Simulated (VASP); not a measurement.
Wanted: the native input for a VASP 6.6.1 run.

```yaml
Task: single point
Functional: PBEsol
Potentials_or_basis: VASP PAW PBE potentials, release 64 (Ga_d, N)
Cutoff: 520 eV
k_mesh: 8 × 8 × 8
Occupations: gaussian, width 0.01 eV
Spin: no spin polarisation
Dipole_correction: no
Further_INCAR_settings: ALGO = Normal; EDIFF = 1e-07; NBANDS = 16
```

The structure of GaN lies in POSCAR:

```
GaN
1.0
    0.0000000000      2.1352350000      2.1352350000
    2.1352350000      0.0000000000      2.1352350000
    2.1352350000      2.1352350000      0.0000000000
Ga N
1 1
Direct
    0.0000000000      0.0000000000      0.0000000000
    0.5000000000      0.5000000000      0.5000000000
```

These files were run (other wordings do the same):

INCAR

```
PREC     = Accurate       # precision mode
ENCUT    = 520            # plane-wave cutoff, eV
EDIFF    = 1E-7           # SCF threshold, eV
ISMEAR   = 0              # smearing method
SIGMA    = 0.01           # smearing width, eV
LREAL    = F              # projectors in reciprocal space
LASPH    = T              # aspherical terms in the spheres
NELM     = 60             # most SCF steps
ALGO     = Normal         # electronic algorithm
ISIF     = 2              # what is computed and relaxed
LWAVE    = F              # write WAVECAR
LCHARG   = F              # write CHGCAR
GGA      = PS             # functional
NBANDS   = 16             # bands
```

KPOINTS

```
regular mesh
0
Gamma
  8 8 8
```

Potentials or basis: VASP PAW PBE potentials, release 64 (Ga_d, N).

Launch:

```console
$ cat potpaw_PBE.64/Ga_d/POTCAR potpaw_PBE.64/N/POTCAR > POTCAR
$ mpirun -np 1 vasp_std > vasp.out
```

It gave:

* Pressure: -7.3 GPa
* Band gap on the k mesh: 0.34 eV, indirect (least direct gap 2.37 eV)

Caveat: the PAW data sets were made with another functional, which shifts forces and pressure a little.

It took 4.1 s on 1 thread of Intel(R) Xeon(R) 6975P-C (Granite Rapids), with other jobs on the host, peak memory 0.13 GiB.
